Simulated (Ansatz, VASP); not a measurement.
# One calculation of TiCo, two programs

```
Ti Co
1.0
     2.87852    0.00000    0.00000
     0.00000    2.87852    0.00000
     0.00000    0.00000    2.87852
Ti Co
1 1
Cartesian
  0.0000 0.0000 0.0000
  1.4393 1.4393 1.4393
```

Alike in both runs: task single point; functional PBEsol; k mesh 14 × 14 × 14; occupations gaussian, width 0.1 eV; collinear spin.

```csv
,VASP,Ansatz
version,VASP 6.6.1,Ansatz 0.2.0
potentials or method,"VASP PAW PBE potentials, release 64 (Ti_sv, Co), cutoff 520 eV","scalar-relativistic, plane waves, PAW"
valence electrons in the cell,21,29
```

```tsv
	VASP	Ansatz	Ansatz less VASP
gap on the k mesh at the Fermi level (eV)	none	none	-
pressure (GPa)	12.3	13.0	+0.70
net moment per atom (μB)	0.20	0.23	+0.022
size of the moment on the site where the two differ most (μB)	0.41	0.46	+0.051
```

VASP's potentials were made for PBE, not for PBEsol. Site moments also hang on the region over which each program counts them. A gap of «none» marks a metal or a gap that the smearing closes. VASP's potentials hold 21 valence electrons a cell and Ansatz's 29, so a difference there can come from the potentials and not from the codes.
